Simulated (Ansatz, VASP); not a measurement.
Cs3SI in VASP and in Ansatz

INCAR

```
ALGO = Normal ; EDIFF = 1E-7
EDIFFG = -0.04 ; ENCUT = 600
GGA = PE ; IBRION = 2
ISIF = 3 ; ISMEAR = 0
LASPH = T ; LCHARG = F
LREAL = F ; LWAVE = F
NELM = 60 ; NSW = 90
PREC = Accurate ; SIGMA = 0.1
```

Contents of KPOINTS:

```
k-points
0
Gamma
  4 4 4
```

File POSCAR:

```
Cs3SI
1.0
    6.2640379500      0.0000000000      0.0000000000
    0.0000000000      6.2640379500      0.0000000000
    0.0000000000      0.0000000000      6.2640379500
Cs S I
3 1 1
Direct
    0.0000000000      0.5000000000      0.5000000000
    0.5000000000      0.0000000000      0.5000000000
    0.5000000000      0.5000000000      0.0000000000
    0.5000000000      0.5000000000      0.5000000000
    0.0000000000      0.0000000000      0.0000000000
```

Input for Ansatz:

```yaml
crystal:
  lattice:
    - [6.26403795, 0.0, 0.0]
    - [0.0, 6.26403795, 0.0]
    - [0.0, 0.0, 6.26403795]
  atoms:
    - { symbol: Cs, position: [0.0, 0.5, 0.5] }
    - { symbol: Cs, position: [0.5, 0.0, 0.5] }
    - { symbol: Cs, position: [0.5, 0.5, 0.0] }
    - { symbol: S, position: [0.5, 0.5, 0.5] }
    - { symbol: I, position: [0.0, 0.0, 0.0] }
basis:
  ecutwfc: 420
kpoints:
  mp_grid: { grid: [4, 4, 4] }
hamiltonian:
  xc: pbe
scf:
  occupations: { method: gaussian, width: 0.1 }
  lower_state_search: "off"
output:
  forces: true
  stress: true
  eigenvalues: true
relax:
  adjacent_minimum: "off"
  f_tol: 0.04
  max_steps: 70
  cell: { stress_tol: 0.4 }
```

Alike in both runs: task relaxation of cell and atoms; functional PBE; k mesh 4 × 4 × 4; occupations gaussian, width 0.1 eV; no spin polarisation.

|  | VASP | Ansatz |
| --- | --- | --- |
| version | VASP 6.6.1 | Ansatz 0.2.0 |
| potentials or method | VASP PAW PBE potentials, release 64 (Cs_sv, S, I), cutoff 600 eV | scalar-relativistic, plane waves, PAW |
| valence electrons in the cell | 40 | 50 |

VASP gave:

* gap on the k mesh at the Fermi level, each at its own relaxed structure (eV): 1.06
* relaxed volume (Å³/atom): 60.36
* relaxed length of the cell vector where the two differ most in proportion (Å): 6.708

Problem. Estimate Ansatz's values.

Solution. gap on the k mesh at the Fermi level, each at its own relaxed structure (eV): 1.08; relaxed volume (Å³/atom): 57.88; relaxed length of the cell vector where the two differ most in proportion (Å): 6.614.

VASP's potentials hold 40 valence electrons a cell and Ansatz's 50, so a difference there can come from the potentials and not from the codes.

Neither program's run includes spin-orbit coupling. Noted on VASP's run: the volume moved by over 15 % at a fixed basis, so the end points are rough.
